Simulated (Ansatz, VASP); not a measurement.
# W in VASP and in Ansatz

```
CELL_PARAMETERS angstrom
3.15435 0.00000 0.00000
0.00000 3.15435 0.00000
0.00000 0.00000 27.61739
ATOMIC_POSITIONS crystal
W 0.50000 0.50000 0.27157
W 0.00000 0.00000 0.32868
W 0.50000 0.50000 0.38578
W 0.00000 0.00000 0.44289
W 0.50000 0.50000 0.50000
W 0.00000 0.00000 0.55711
W 0.50000 0.50000 0.61422
W 0.00000 0.00000 0.67132
W 0.50000 0.50000 0.72843
```

Alike in both runs: task single point; functional PBEsol; k mesh 11 × 11 × 1; occupations gaussian, width 0.1 eV; no spin polarisation.

```csv
,VASP,Ansatz
version,VASP 6.6.1,Ansatz 0.2.0
potentials or method,"VASP PAW PBE potentials, release 64 (W_sv), cutoff 520 eV","scalar-relativistic, plane waves, PAW"
valence electrons in the cell,126,126
```

Ansatz gave:

```
gap on the k mesh at the Fermi level (eV) : none
rms of the force components (eV/Å)        : 0.670
```

Question: Estimate VASP's values.

Answer: gap on the k mesh at the Fermi level (eV): none; rms of the force components (eV/Å): 0.666.

VASP's potentials were made for PBE, not for PBEsol. Atom by atom the forces differ by 0.011 eV/Å (rms over components). A gap of «none» marks a metal or a gap that the smearing closes. Ansatz's warnings: xc potential rough in thin density.

Spin-orbit coupling is off throughout.
